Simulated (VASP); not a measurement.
Al2GaP3:

```
Al Ga P
1.0
     4.01991    0.00000    0.00000
    -2.00996    3.48134    0.00000
     0.00000    0.00000    7.51282
Al Ga P
2 1 3
Direct
  0.66667 0.33333 0.24807
  0.66667 0.33333 0.75193
  0.00000 0.00000 0.00000
  0.00000 0.00000 0.50000
  0.33333 0.66667 0.00000
  0.33333 0.66667 0.50000
```

```yaml
Program: VASP 6.6.1
Task: relaxation of cell and atoms
Functional: PBE
Potentials_or_basis: VASP PAW PBE potentials, release 64 (Al, Ga_d, P)
Cutoff: 600 eV
k_mesh: 6 × 6 × 2
Occupations: gaussian, width 0.1 eV
Spin: no spin polarisation
```

At the start: pressure 2.9 GPa; volume 17.52 Å³/atom.

**Question.** How do energy, volume and symmetry change on relaxing?

**Answer.** Over 11 steps the energy falls by 77.0 meV/atom and the volume is 17.74 Å³/atom (+1.2 %); space group P-6m2 (No. 187, to 0.05 Å).

The path:
```
step  energy change (eV)  largest force (eV/Å)  pressure (GPa)  volume (Å³)
   1              0.0000                0.8154            2.92       105.14
   2             -0.1950                0.7457           -2.39       109.99
   3             -0.1991                0.7189           -3.13       110.80
   4             -0.3339                0.4717           -2.78       107.50
   5             -0.3517                0.3399           -2.39       106.24
   6             -0.4014                0.2735            1.52       101.36
   7             -0.4043                0.2848            0.75       102.24
   8             -0.4189                0.2544            0.60       102.84
   9             -0.4494                0.1601            0.17       104.63
  10             -0.4538                0.1529           -0.42       108.17
  11             -0.4623                0.0192           -0.25       106.45
```

Final structure:
```cif
data_structure
_symmetry_space_group_name_H-M 'P 1'
_symmetry_Int_Tables_number 1
_cell_length_a 4.0894
_cell_length_b 4.0894
_cell_length_c 7.3498
_cell_angle_alpha 90.000
_cell_angle_beta 90.000
_cell_angle_gamma 120.000
_cell_volume 106.45
loop_
_atom_site_label
_atom_site_type_symbol
_atom_site_fract_x
_atom_site_fract_y
_atom_site_fract_z
_atom_site_occupancy
Al1 Al 0.66667 0.33333 0.28641 1
Al2 Al 0.66667 0.33333 0.71359 1
Ga1 Ga 0.00000 0.00000 0.00000 1
P1 P 0.00000 0.00000 0.50000 1
P2 P 0.33333 0.66667 0.00000 1
P3 P 0.33333 0.66667 0.50000 1
```

Caveat: the k points lie up to 0.43 Å⁻¹ apart in the final cell.
